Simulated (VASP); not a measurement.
# BAs (Fm-3m) in VASP: notebook

The runs below take BAs through single point, relaxation of cell and atoms, with PBE.

All numbers are computed with VASP 6.6.1; they aren't measurements. Logs are shortened: lines on timing, memory, paths and dates and some standing lists are left out, and cuts for length are marked.

### Step 1. The cell of the first run

Symmetry: Fm-3m, No. 225, cubic system. Conventional cell: a = 4.696 Å, b = 4.696 Å, c = 4.696 Å, α = 90.00°, β = 90.00°, γ = 90.00°. Within 3.1 Å of B (site symmetry m-3m) lie 6 As at 2.35 Å. Within 3.1 Å of As (site symmetry m-3m) lie 6 B at 2.35 Å.

### Step 2. Single point, PBE

INCAR reads:

```
ALGO = Normal ; EDIFF = 1E-7
ENCUT = 520 ; GGA = PE
ISIF = 2 ; ISMEAR = 0
LASPH = True ; LCHARG = False
LREAL = False ; LWAVE = False
NBANDS = 11 ; NELM = 100
PREC = Accurate ; SIGMA = 0.1
```

KPOINTS reads:

```
k-points
0
Gamma
  6 6 6
```

POSCAR reads:

```
BAs
1.0
    0.0000000000      2.3478434600      2.3478434600
    2.3478434600      0.0000000000      2.3478434600
    2.3478434600      2.3478434600      0.0000000000
B As
1 1
Direct
    0.5000000000      0.5000000000      0.5000000000
    0.0000000000      0.0000000000      0.0000000000
```

Potentials or basis: VASP PAW PBE potentials, release 64 (B, As).

The run is started by

```console
$ cat potpaw_PBE.64/B/POTCAR potpaw_PBE.64/As/POTCAR > POTCAR
$ mpirun -np 1 vasp_std > vasp.out
```

OUTCAR:

```text
EDIFF = 1E-7
   ENCUT = 520
   GGA = PE
   ISIF = 2
   ISMEAR = 0
   LASPH = True
   LREAL = False
   NELM = 100
   PREC = Accurate

 ion  position               nearest neighbor table
   1  0.500  0.500  0.500-   2 2.35   2 2.35   2 2.35   2 2.35   2 2.35   2 2.35
   2  0.000  0.000  0.000-   1 2.35   1 2.35   1 2.35   1 2.35   1 2.35   1 2.35

  LATTYP: Found a face centered cubic cell.
 ALAT       =     4.6956869200

  Lattice vectors:

 A1 = (   0.0000000000,   2.3478434600,   2.3478434600)
 A2 = (   2.3478434600,   0.0000000000,   2.3478434600)
 A3 = (   2.3478434600,   2.3478434600,   0.0000000000)

Analysis of symmetry for initial positions (statically):
=====================================================================
 Subroutine PRICEL returns:
 Original cell was already a primitive cell.

 Routine SETGRP: Setting up the symmetry group for a
 face centered cubic supercell.

 Subroutine GETGRP returns: Found 48 space group operations
 (whereof 48 operations were pure point group operations)
 out of a pool of 48 trial point group operations.

The static configuration has the point symmetry O_h .

Analysis of symmetry for dynamics (positions and initial velocities):
=====================================================================
 Subroutine PRICEL returns:
 Original cell was already a primitive cell.

 Routine SETGRP: Setting up the symmetry group for a
 face centered cubic supercell.

 Subroutine GETGRP returns: Found 48 space group operations
 (whereof 48 operations were pure point group operations)
 out of a pool of 48 trial point group operations.

The dynamic configuration has the point symmetry O_h .

 Subroutine INISYM returns: Found 48 space group operations
 (whereof 48 operations are pure point group operations),
 and found     1 'primitive' translations

----------------------------------------------------------------------------------------

                                     Primitive cell

  volume of cell :      25.8844

  direct lattice vectors                    reciprocal lattice vectors
     0.000000000  2.347843460  2.347843460    -0.212961387  0.212961387  0.212961387
     2.347843460  0.000000000  2.347843460     0.212961387 -0.212961387  0.212961387
     2.347843460  2.347843460  0.000000000     0.212961387  0.212961387 -0.212961387

  length of vectors
     3.320352063  3.320352063  3.320352063     0.368859943  0.368859943  0.368859943

  position of ions in fractional coordinates (direct lattice)
     0.500000000  0.500000000  0.500000000
     0.000000000  0.000000000  0.000000000

  ion indices of the primitive-cell ions
   primitive index   ion index
                 1           1
                 2           2

----------------------------------------------------------------------------------------

 KPOINTS: k-points

Automatic generation of k-mesh.
 Grid dimensions read from file:
 generate k-points for:    6    6    6

 Generating k-lattice:

  Cartesian coordinates                     Fractional coordinates (reciprocal lattice)
    -0.035493565  0.035493565  0.035493565     0.166666667  0.000000000  0.000000000
     0.035493565 -0.035493565  0.035493565     0.000000000  0.166666667  0.000000000
     0.035493565  0.035493565 -0.035493565     0.000000000  0.000000000  0.166666667

  Length of vectors
     0.061476657  0.061476657  0.061476657

  Shift w.r.t. Gamma in fractional coordinates (k-lattice)
     0.000000000  0.000000000  0.000000000

 Subroutine IBZKPT returns following result:
 ===========================================

 Found     16 irreducible k-points:

 Following reciprocal coordinates:
            Coordinates               Weight
  0.000000  0.000000  0.000000      1.000000
  0.166667  0.000000  0.000000      8.000000
  0.333333  0.000000  0.000000      8.000000
  0.500000  0.000000  0.000000      4.000000
  0.166667  0.166667  0.000000      6.000000
  0.333333  0.166667  0.000000     24.000000
[... 8 lines left out ...]
 -0.333333  0.333333  0.166667     24.000000
 -0.333333  0.500000  0.166667     12.000000
   k-points           NKPTS =     16   k-points in BZ     NKDIM =     16   number of bands    NBANDS=     11
   number of dos      NEDOS =    301   number of ions     NIONS =      2
   total plane-waves  NPLWV =  21952
   dimension x,y,z NGX =    28 NGY =   28 NGZ =   28
   dimension x,y,z NGXF=    56 NGYF=   56 NGZF=   56
   ions per type =               1   1
   NGX,Y,Z   is equivalent  to a cutoff of  14.02, 14.02, 14.02 a.u.
   NGXF,Y,Z  is equivalent  to a cutoff of  28.04, 28.04, 28.04 a.u.
 SYSTEM =  unknown system
   PREC   = accura    normal or accurate (medium, high low for compatibility)
   ISTART =      0    job   : 0-new  1-cont  2-samecut
   ICHARG =      2    charge: 1-file 2-atom 10-const
   ISPIN  =      1    spin polarized calculation?
   LNONCOLLINEAR =      F non collinear calculations
   LSORBIT =      F    spin-orbit coupling
   LASPH  =      T    aspherical Exc in radial PAW
   ENCUT  =  520.0 eV  38.22 Ry    6.18 a.u.   6.17  6.17  6.17*2*pi/ulx,y,z
   NELM   =    100;   NELMIN=  2; NELMDL= -5     # of ELM steps
   EDIFF  = 0.1E-06   stopping-criterion for ELM
   LREAL  =      F    real-space projection
   EDIFFG = 0.1E-05   stopping-criterion for IOM
   NSW    =      0    number of steps for IOM
   IBRION =     -1    ionic relax: 0-MD 1-quasi-New 2-CG
   NFREE  =      0    steps in history (QN), initial steepest desc. (CG)
   ISIF   =      2    stress and relaxation
   ISYM   =      2    0-nonsym 1-usesym 2-fastsym
   POTIM  = 0.5000    time-step for ionic-motion
   TEBEG  =    0.0;   TEEND  =   0.0 temperature during run
   PSTRESS=    0.0 pullay stress
   NELECT =       8.0000    total number of electrons
   NUPDOWN=      -1.0000    fix difference up-down
   EMIN   =  10.00;   EMAX   =-10.00  energy-range for DOS
   EFERMI =   0.00;   METHOD = LEGACY
   ISMEAR =     0;   SIGMA  =   0.10  broadening in eV -4-tet -1-fermi 0-gaus
   EFERMI_NEDOS =   21; number of points for ismear=-14 and -15
   IALGO  =     38    algorithm
   IMIX   =      4    mixing-type and parameters
     AMIX     =   0.40;   BMIX     =  1.00
     AMIX_MAG =   1.60;   BMIX_MAG =  1.00
  volume/ion in A,a.u.               =      12.94        87.34
  Fermi-wavevector in a.u.,A,eV,Ry     =   1.106859  2.091660 16.669003  1.225137
  Thomas-Fermi vector in A             =   2.243366
   LORBIT       =      0    0 simple, 1 ext, 2 COOP (PROOUT), +10 PAW based schemes
   GGA     = PE    functional components
   LHFCALC =     F    Hartree Fock is set to
   AEXX    =    0.0000 exact exchange contribution
   IVDW    =     0    specifies the selected vdW correction
   LEPSILON=     F    determine dielectric tensor
   LRPA    =     F    only Hartree local field effects (RPA)
 non-spin polarized calculation
 Gauss-broadening in eV      SIGMA  =   0.10
  energy-cutoff  :      520.00
  volume of cell :       25.88
 maximum number of plane-waves:       725
 NGX is ok and might be reduce to    28
   NGX = 13   NGY = 13   NGZ = 13

 number of electron       8.0000000 magnetization

 Free energy of the ion-electron system (eV)
  ---------------------------------------------------
  ext. energy  EPLUGINS =         0.00000000
  ---------------------------------------------------
  free energy    TOTEN  =        -9.54195663 eV

  energy without entropy =       -9.52590036  energy(sigma->0) =       -9.53392849

 E-fermi :   6.6792     XC(G=0): -11.1912

 val. band max:        6.6734393130   @ k =  -0.3333   0.1667   0.0000
 cond. band min:       6.7790814597   @ k =  -0.3333   0.3333   0.0000
 fundamental gap:      0.1056421468
 Fermi energy:         6.6792464107

 k-point     1 :       0.0000    0.0000    0.0000
  band No.  band energies     occupation
      1      -8.7216      2.00000
      2       6.6533      1.28602
      3       6.6533      1.28602
      4       6.6533      1.28602
      5       9.4096      0.00000
      6      13.9762      0.00000
      7      13.9762      0.00000
      8      13.9762      0.00000
      9      15.4855      0.00000
     10      15.4855      0.00000
     11      15.4855      0.00000

 k-point     2 :       0.1667    0.0000    0.0000
  band No.  band energies     occupation
      1      -8.2175      2.00000
      2       3.7569      2.00000
      3       6.6501      1.32010
      4       6.6501      1.32010
      5      10.5561      0.00000
      6      12.1154      0.00000
      7      12.1154      0.00000
      8      13.2988      0.00000
      9      15.6325      0.00000
     10      16.5682      0.00000
     11      16.5682      0.00000

 k-point     3 :       0.3333    0.0000    0.0000
  band No.  band energies     occupation
      1      -6.7594      2.00000
      2      -0.1758      2.00000
      3       6.9197      0.00067
      4       6.9197      0.00067
      5       9.6280      0.00000
      6       9.6280      0.00000
      7      10.5936      0.00000
      8      12.2607      0.00000
      9      17.9059      0.00000
     10      19.4622      0.00000
     11      19.4622      0.00000

 k-point     4 :       0.5000    0.0000    0.0000
  band No.  band energies     occupation
      1      -5.1955      2.00000
      2      -2.6405      2.00000
      3       7.7916      0.00000
      4       7.7916      0.00000
      5       7.9248      0.00000
      6       7.9248      0.00000
      7      10.4823      0.00000
      8      11.8037      0.00000
      9      20.0158      0.00000
     10      22.8352      0.00000
     11      22.8352      0.00000
[... 127 lines left out ...]
 k-point    14 :       0.5000    0.3333    0.1667
  band No.  band energies     occupation
      1      -5.5022      2.00000
      2       0.3145      2.00000
      3       2.3386      2.00000
      4       3.8128      2.00000
      5       7.9023      0.00000
      6      11.5803      0.00000
      7      13.9768      0.00000
      8      15.4195      0.00000
      9      16.3830      0.00000
     10      21.4663      0.00000
     11      22.2341      0.00000

 k-point    15 :      -0.3333    0.3333    0.1667
  band No.  band energies     occupation
      1      -4.1028      2.00000
      2      -1.3351      2.00000
      3       1.9899      2.00000
      4       2.5634      2.00000
      5       9.2799      0.00000
      6      10.1980      0.00000
      7      15.7886      0.00000
      8      16.2938      0.00000
      9      17.1362      0.00000
     10      17.8832      0.00000
     11      24.3259      0.00000

 k-point    16 :      -0.3333    0.5000    0.1667
  band No.  band energies     occupation
      1      -3.6156      2.00000
      2      -0.1115      2.00000
      3       0.3980      2.00000
      4       1.6886      2.00000
      5       7.4734      0.00000
      6      12.9017      0.00000
      7      13.3556      0.00000
      8      17.2235      0.00000
      9      17.7402      0.00000
     10      19.9677      0.00000
     11      26.3766      0.00000

------------------------ aborting loop because EDIFF is reached ----------------------------------------

  FORCE on cell =-STRESS in cart. coord.  units (eV):
  Direction    XX          YY          ZZ          XY          YZ          ZX
  --------------------------------------------------------------------------------------
  -------------------------------------------------------------------------------------
  Total       -0.9368250     -0.9368250     -0.9368250     -0.0000000     -0.0000000      0.0000000
  in kB      -57.9871321    -57.9871321    -57.9871321     -0.0000000     -0.0000000      0.0000000
  external PRESSURE =     -57.9871321 kB  Pullay stress =       0.0000000 kB

 VOLUME and BASIS-vectors are now :
 -----------------------------------------------------------------------------
  energy-cutoff  :      520.00
  volume of cell :       25.88
      direct lattice vectors                 reciprocal lattice vectors
     0.000000000  2.347843460  2.347843460    -0.212961387  0.212961387  0.212961387
     2.347843460  0.000000000  2.347843460     0.212961387 -0.212961387  0.212961387
     2.347843460  2.347843460  0.000000000     0.212961387  0.212961387 -0.212961387

 POSITION                                       TOTAL-FORCE (eV/Angst)
 -----------------------------------------------------------------------------------
      2.34784      2.34784      2.34784        -0.000000      0.000000     -0.000000
      0.00000      0.00000      0.00000         0.000000     -0.000000      0.000000
 -----------------------------------------------------------------------------------
    total drift:                                0.000000      0.000000      0.000000

  FREE ENERGIE OF THE ION-ELECTRON SYSTEM (eV)
  ---------------------------------------------------
  free  energy   TOTEN  =        -9.5419566302 eV

  energy  without entropy=       -9.5259003551  energy(sigma->0) =       -9.53392849
```

Wall time 4.9 s (1 thread of AMD EPYC 7R13 (Zen 3), shared host); peak memory 0.12 GiB.

What came out:

| Quantity | Value |
| --- | --- |
| Free energy | -9.5420 eV |
| Pressure | -5.8 GPa |
| Band gap on the k mesh | zero (band 4 reaches 8.12 eV, above the bottom of band 5 at 3.16 eV) |

Caveat: the k points lie up to 0.39 Å⁻¹ apart.

[end of part 1 of 2]
